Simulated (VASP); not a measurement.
# H10CO5 in VASP: further runs

H10CO5 is run at these levels: PBE; tasks: single point.

Program: VASP 6.6.1. These are calculated values, not measurements. Logs are shortened: lines on timing, memory, paths and dates and some standing lists are left out, and cuts for length are marked.

## (1) The cell of the first run

The cell holds a disordered packing, 16 atoms: a = 5.251 Å, b = 5.251 Å, c = 5.251 Å, α = 90.00°, β = 90.00°, γ = 90.00°.

## (2) Single point, PBE

Input file INCAR:

```
PREC = Accurate ; ENCUT = 1000
EDIFF = 1E-6 ; ISMEAR = -1
SIGMA = 0.02 ; LREAL = Auto
LASPH = T ; NELM = 120
ALGO = Normal ; ISIF = 2
LWAVE = F ; LCHARG = F
GGA = PE ; NBANDS = 36
GGA_COMPAT = F
```

Input file KPOINTS:

```
Automatic mesh
0
Gamma
  1 1 1
```

Input file POSCAR:

```
H10CO5
1.0
    5.2511710000      0.0000000000      0.0000000000
    0.0000000000      5.2511710000      0.0000000000
    0.0000000000      0.0000000000      5.2511710000
O H C
5 10 1
Direct
    0.9744405276      0.2842593953      0.1695387563
    0.6544459804      0.2743048418      0.7671515862
    0.3538637939      1.0039299364      0.4055574934
    0.4267683513      0.5430802519      0.1651147380
    1.0289451142      0.7887157817      0.7337180482
    0.9077892218      0.2388606910      0.0008785749
    1.0860928526      0.1463315493      0.2329246324
    0.5569328494      0.1773264553      0.6402377855
    0.5312336865      0.3515863307      0.8867397258
    0.2313563223      0.9255083816      0.5234494375
    0.4107979549      0.8539404204      0.3068957825
    0.2484779060      0.4770044225      0.1605873562
    0.5162851535      0.4306850442      0.2837208757
    0.6460584433      0.7930861712      0.8049738030
    0.8713727898      0.7747191729      1.0875903037
    0.8467715524      0.7875351536      0.8756282006
```

Potentials or basis: VASP PAW PBE potentials, release 64 (O_h, H_h, C_h).

Command:

```sh
cat potpaw_PBE.64/O_h/POTCAR potpaw_PBE.64/H_h/POTCAR potpaw_PBE.64/C_h/POTCAR > POTCAR
mpirun -np 1 vasp_gam > vasp.out
```

OUTCAR:

```text
PREC = Accurate
   ENCUT = 1000
   EDIFF = 1E-6
   ISMEAR = -1
   LREAL = Auto
   LASPH = T
   NELM = 120
   ISIF = 2
   GGA = PE

 ion  position               nearest neighbor table
   1  0.974  0.284  0.170-   6 0.98   7 0.99
   2  0.654  0.274  0.767-   8 0.98   9 0.99
   3  0.354  0.004  0.406-  10 0.98  11 0.99
   4  0.427  0.543  0.165-  13 0.98  12 1.00
   5  0.029  0.789  0.734-  16 1.21
   6  0.908  0.239  0.001-   1 0.98
   7  0.086  0.146  0.233-   1 0.99
   8  0.557  0.177  0.640-   2 0.98
   9  0.531  0.352  0.887-   2 0.99
  10  0.231  0.926  0.523-   3 0.98
  11  0.411  0.854  0.307-   3 0.99
  12  0.248  0.477  0.161-   4 1.00
  13  0.516  0.431  0.284-   4 0.98
  14  0.646  0.793  0.805-  16 1.12
  15  0.871  0.775  0.088-  16 1.12
  16  0.847  0.788  0.876-  14 1.12  15 1.12   5 1.21

  LATTYP: Found a simple cubic cell.
 ALAT       =     5.2511710000

  Lattice vectors:

 A1 = (   5.2511710000,   0.0000000000,   0.0000000000)
 A2 = (   0.0000000000,   5.2511710000,   0.0000000000)
 A3 = (   0.0000000000,   0.0000000000,   5.2511710000)

Analysis of symmetry for initial positions (statically):
=====================================================================
 Subroutine PRICEL returns:
 Original cell was already a primitive cell.

 Routine SETGRP: Setting up the symmetry group for a
 simple cubic supercell.

 Subroutine GETGRP returns: Found  1 space group operations
 (whereof  1 operations were pure point group operations)
 out of a pool of 48 trial point group operations.

The static configuration has the point symmetry C_1 .

Analysis of symmetry for dynamics (positions and initial velocities):
=====================================================================
 Subroutine PRICEL returns:
 Original cell was already a primitive cell.

 Routine SETGRP: Setting up the symmetry group for a
 simple cubic supercell.

 Subroutine GETGRP returns: Found  1 space group operations
 (whereof  1 operations were pure point group operations)
 out of a pool of 48 trial point group operations.

The dynamic configuration has the point symmetry C_1 .

 Subroutine INISYM returns: Found  1 space group operations
 (whereof  1 operations are pure point group operations),
 and found     1 'primitive' translations

----------------------------------------------------------------------------------------

                                     Primitive cell

  volume of cell :     144.8000

  direct lattice vectors                    reciprocal lattice vectors
     5.251171000  0.000000000  0.000000000     0.190433715  0.000000000  0.000000000
     0.000000000  5.251171000  0.000000000     0.000000000  0.190433715  0.000000000
     0.000000000  0.000000000  5.251171000     0.000000000  0.000000000  0.190433715

  length of vectors
     5.251171000  5.251171000  5.251171000     0.190433715  0.190433715  0.190433715

  position of ions in fractional coordinates (direct lattice)
     0.974440528  0.284259395  0.169538756
     0.654445980  0.274304842  0.767151586
     0.353863794  0.003929936  0.405557493
     0.426768351  0.543080252  0.165114738
     0.028945114  0.788715782  0.733718048
     0.907789222  0.238860691  0.000878575
[... 8 lines left out ...]
     0.871372790  0.774719173  0.087590304
     0.846771552  0.787535154  0.875628201

  ion indices of the primitive-cell ions
   primitive index   ion index
                 1           1
                 2           2
                 3           3
                 4           4
                 5           5
                 6           6
[... 8 lines left out ...]
                15          15
                16          16

----------------------------------------------------------------------------------------

 KPOINTS: Automatic mesh

Automatic generation of k-mesh.
 Grid dimensions read from file:
 generate k-points for:    1    1    1

 Generating k-lattice:

  Cartesian coordinates                     Fractional coordinates (reciprocal lattice)
     0.190433715  0.000000000  0.000000000     1.000000000  0.000000000  0.000000000
     0.000000000  0.190433715  0.000000000     0.000000000  1.000000000  0.000000000
     0.000000000  0.000000000  0.190433715     0.000000000  0.000000000  1.000000000

  Length of vectors
     0.190433715  0.190433715  0.190433715

  Shift w.r.t. Gamma in fractional coordinates (k-lattice)
     0.000000000  0.000000000  0.000000000

 Subroutine IBZKPT returns following result:
 ===========================================

 Found      1 irreducible k-points:

 Following reciprocal coordinates:
            Coordinates               Weight
  0.000000  0.000000  0.000000      1.000000
   k-points           NKPTS =      1   k-points in BZ     NKDIM =      1   number of bands    NBANDS=     36
   number of dos      NEDOS =    301   number of ions     NIONS =     16
   total plane-waves  NPLWV = 157464
   dimension x,y,z NGX =    54 NGY =   54 NGZ =   54
   dimension x,y,z NGXF=   108 NGYF=  108 NGZF=  108
   ions per type =               5  10   1
   NGX,Y,Z   is equivalent  to a cutoff of  17.10, 17.10, 17.10 a.u.
   NGXF,Y,Z  is equivalent  to a cutoff of  34.19, 34.19, 34.19 a.u.
 SYSTEM =  unknown system
   PREC   = accura    normal or accurate (medium, high low for compatibility)
   ISTART =      0    job   : 0-new  1-cont  2-samecut
   ICHARG =      2    charge: 1-file 2-atom 10-const
   ISPIN  =      1    spin polarized calculation?
   LNONCOLLINEAR =      F non collinear calculations
   LSORBIT =      F    spin-orbit coupling
   LASPH  =      T    aspherical Exc in radial PAW
   ENCUT  = 1000.0 eV  73.50 Ry    8.57 a.u.  13.54 13.54 13.54*2*pi/ulx,y,z
   NELM   =    120;   NELMIN=  2; NELMDL= -5     # of ELM steps
   EDIFF  = 0.1E-05   stopping-criterion for ELM
   LREAL  =      T    real-space projection
   EDIFFG = 0.1E-04   stopping-criterion for IOM
   NSW    =      0    number of steps for IOM
   IBRION =     -1    ionic relax: 0-MD 1-quasi-New 2-CG
   NFREE  =      0    steps in history (QN), initial steepest desc. (CG)
   ISIF   =      2    stress and relaxation
   ISYM   =      2    0-nonsym 1-usesym 2-fastsym
   POTIM  = 0.5000    time-step for ionic-motion
   TEBEG  =    0.0;   TEEND  =   0.0 temperature during run
   PSTRESS=    0.0 pullay stress
   NELECT =      44.0000    total number of electrons
   NUPDOWN=      -1.0000    fix difference up-down
   EMIN   =  10.00;   EMAX   =-10.00  energy-range for DOS
   EFERMI =   0.00;   METHOD = LEGACY
   ISMEAR =    -1;   SIGMA  =   0.02  broadening in eV -4-tet -1-fermi 0-gaus
   EFERMI_NEDOS =   21; number of points for ismear=-14 and -15
   IALGO  =     38    algorithm
   IMIX   =      4    mixing-type and parameters
     AMIX     =   0.40;   BMIX     =  1.00
     AMIX_MAG =   1.60;   BMIX_MAG =  1.00
  volume/ion in A,a.u.               =       9.05        61.07
  Fermi-wavevector in a.u.,A,eV,Ry     =   1.100617  2.079865 16.481524  1.211358
  Thomas-Fermi vector in A             =   2.237031
   LORBIT       =      0    0 simple, 1 ext, 2 COOP (PROOUT), +10 PAW based schemes
   GGA     = PE    functional components
   LHFCALC =     F    Hartree Fock is set to
   AEXX    =    0.0000 exact exchange contribution
   IVDW    =     0    specifies the selected vdW correction
   LEPSILON=     F    determine dielectric tensor
   LRPA    =     F    only Hartree local field effects (RPA)
 non-spin polarized calculation
  energy-cutoff  :     1000.00
  volume of cell :      144.80
 maximum number of plane-waves:      5198
 NGX is ok and might be reduce to    54
   NGX = 27   NGY = 27   NGZ = 27

 number of electron      43.9999999 magnetization

 Free energy of the ion-electron system (eV)
  ---------------------------------------------------
  ext. energy  EPLUGINS =         0.00000000
  ---------------------------------------------------
  free energy    TOTEN  =       -81.45064162 eV

  energy without entropy =      -81.45064162  energy(sigma->0) =      -81.45064162

 E-fermi :  -1.8131     XC(G=0):  -7.4954

 val. band max:       -2.3938211562   @ k =   0.0000   0.0000   0.0000
 cond. band min:       1.7553236799   @ k =   0.0000   0.0000   0.0000
 fundamental gap:      4.1491448361
 Fermi energy:        -1.8130556425

 k-point     1 :       0.0000    0.0000    0.0000
  band No.  band energies     occupation
      1     -22.7619      2.00000
      2     -21.6179      2.00000
      3     -20.9597      2.00000
      4     -20.8090      2.00000
      5     -20.6217      2.00000
      6     -11.6094      2.00000
[... 26 lines left out ...]
     33       9.7526      0.00000
     34      10.1489      0.00000
 [bands above 34 left out]

------------------------ aborting loop because EDIFF is reached ----------------------------------------

  FORCE on cell =-STRESS in cart. coord.  units (eV):
  Direction    XX          YY          ZZ          XY          YZ          ZX
  --------------------------------------------------------------------------------------
  -------------------------------------------------------------------------------------
  Total       -0.5977908      0.6064829      0.7749391      0.3265216     -0.5393763     -1.0285992
  in kB       -6.6144131      6.7105894      8.5745170      3.6128836     -5.9680704    -11.3812056
  external PRESSURE =       2.8902311 kB  Pullay stress =       0.0000000 kB

 VOLUME and BASIS-vectors are now :
 -----------------------------------------------------------------------------
  energy-cutoff  :     1000.00
  volume of cell :      144.80
      direct lattice vectors                 reciprocal lattice vectors
     5.251171000  0.000000000  0.000000000     0.190433715  0.000000000  0.000000000
     0.000000000  5.251171000  0.000000000     0.000000000  0.190433715  0.000000000
     0.000000000  0.000000000  5.251171000     0.000000000  0.000000000  0.190433715

 POSITION                                       TOTAL-FORCE (eV/Angst)
 -----------------------------------------------------------------------------------
      5.11695      1.49269      0.89028         0.099971      0.004257      0.077974
      3.43661      1.44042      4.02844        -0.024614      0.077710      0.123074
      1.85820      0.02064      2.12965        -0.013259      0.068333      0.014996
      2.24103      2.85181      0.86705         0.076670     -0.019141     -0.010836
      0.15200      4.14168      3.85288         0.082265      0.059050     -0.097666
      4.76696      1.25430      0.00461        -0.065064     -0.020464      0.013695
[... 8 lines left out ...]
      4.57573      4.06818      0.45995         0.046703     -0.000569      0.017761
      4.44654      4.13548      4.59807        -0.266492     -0.151675      0.069041
 -----------------------------------------------------------------------------------
    total drift:                                0.004892      0.004654     -0.004318

  FREE ENERGIE OF THE ION-ELECTRON SYSTEM (eV)
  ---------------------------------------------------
  free  energy   TOTEN  =       -81.4506416199 eV

  energy  without entropy=      -81.4506416199  energy(sigma->0) =      -81.45064162
```

Run time: 15 s. Hardware: 1 thread of AMD EPYC 9R45 (Zen 5), shared host; peak memory 0.31 GiB.

What came out:

| Quantity | Value |
| --- | --- |
| Free energy | -81.4506 eV |
| Pressure | 0.3 GPa |
| Largest force | 0.314 eV/Å |

Forces in eV/Å, atoms in the order of the input:
```
O    0.100  0.004  0.078
O   -0.025  0.078  0.123
O   -0.013  0.068  0.015
O    0.077 -0.019 -0.011
O    0.082  0.059 -0.098
H   -0.065 -0.020  0.014
H   -0.026  0.156 -0.122
H   -0.040 -0.053 -0.099
H    0.161  0.012 -0.094
H   -0.001 -0.012  0.092
H    0.066 -0.069 -0.051
H   -0.046 -0.076  0.087
H   -0.066  0.082 -0.029
H    0.016 -0.058  0.008
H    0.047 -0.001  0.018
C   -0.266 -0.152  0.069
```

Caveat: the k points lie up to 1.20 Å⁻¹ apart, too coarse for converged energies, forces and pressures.

## (3) Single point, PBE

Input file INCAR:

```
  PREC = Accurate
  ENCUT = 1000
  EDIFF = 1E-6
  ISMEAR = -1
  SIGMA = 0.02
  LREAL = Auto
  LASPH = True
  NELM = 120
  ALGO = Normal
  ISIF = 2
  LWAVE = False
  LCHARG = False
  GGA = PE
  NBANDS = 36
  GGA_COMPAT = False
```

KPOINTS is that of step 2.

Input file POSCAR:

```
H10CO5
1.0
    5.2511710000      0.0000000000      0.0000000000
    0.0000000000      5.2511710000      0.0000000000
    0.0000000000      0.0000000000      5.2511710000
O H C
5 10 1
Direct
    0.8757094370      0.2618844444      0.2121622015
    0.6568820555      0.3242324426      0.8156656868
    0.3949785676      1.0845009618      0.4672291190
    0.2895544632      0.6109113567      0.1858061754
    1.0511750617      0.7674478702      0.6745733475
    0.7903380027      0.2543623127      0.0391912585
    1.0408345110      0.1784173473      0.2290917588
    0.6127395204      0.1938234348      0.6900746519
    0.4810736500      0.3873993058      0.8356421834
    0.3302691914      0.9229179549      0.5296152039
    0.5605225958      1.0512321918      0.3713076569
    0.1300471838      0.5236355853      0.1822450650
    0.3744307698      0.4823305126      0.2884689910
    0.6810671372      0.7909854773      0.7566693219
    0.8890588404      0.7647817982      1.0576878948
    0.8850216456      0.7865102850      0.8303290828
```

Potentials or basis: VASP PAW PBE potentials, release 64 (O_h, H_h, C_h).

Command:

```sh
cat potpaw_PBE.64/O_h/POTCAR potpaw_PBE.64/H_h/POTCAR potpaw_PBE.64/C_h/POTCAR > POTCAR
mpirun -np 1 vasp_gam > vasp.out
```

Wall time 21 s (1 thread of Intel Xeon Platinum 8488C (Sapphire Rapids), shared host); peak memory 0.35 GiB.

Results (log left out):

| Quantity | Value |
| --- | --- |
| Free energy | -80.2318 eV |
| Pressure | 1.4 GPa |
| Largest force | 2.679 eV/Å |

Forces in eV/Å, atoms in the order of the input:
```
O    0.316 -0.090  1.040
O   -1.298  0.470 -0.618
O    1.807  0.314 -1.018
O    1.447 -0.214  0.049
O    0.793  0.351  0.274
H    0.625 -0.031  0.236
H   -0.344 -0.257 -0.245
H    0.052 -0.304 -0.560
H    0.495  0.386  0.646
H   -0.197 -0.338 -0.236
H   -1.430  0.196  0.490
H   -1.656 -0.217 -0.201
H    0.672  0.135  0.211
H    0.188  0.332  0.397
H    0.611  0.407 -1.707
C   -2.082 -1.140  1.241
```

Stress tensor (GPa, compression positive):
```
0.30 0.64 2.00
0.64 2.43 0.84
2.00 0.84 1.37
```

Levels at points of the mesh, in eV from the Fermi level:
```tsv
k point	band 20	band 21	band 22	band 23	band 24	band 25
(0.00, 0.00, 0.00)	-1.18	-1.06	-0.51	3.43	4.37	7.12
```

Caveat: the k points lie up to 1.20 Å⁻¹ apart, too coarse for converged energies, forces and pressures; the atoms stand as in a frame of molecular dynamics.
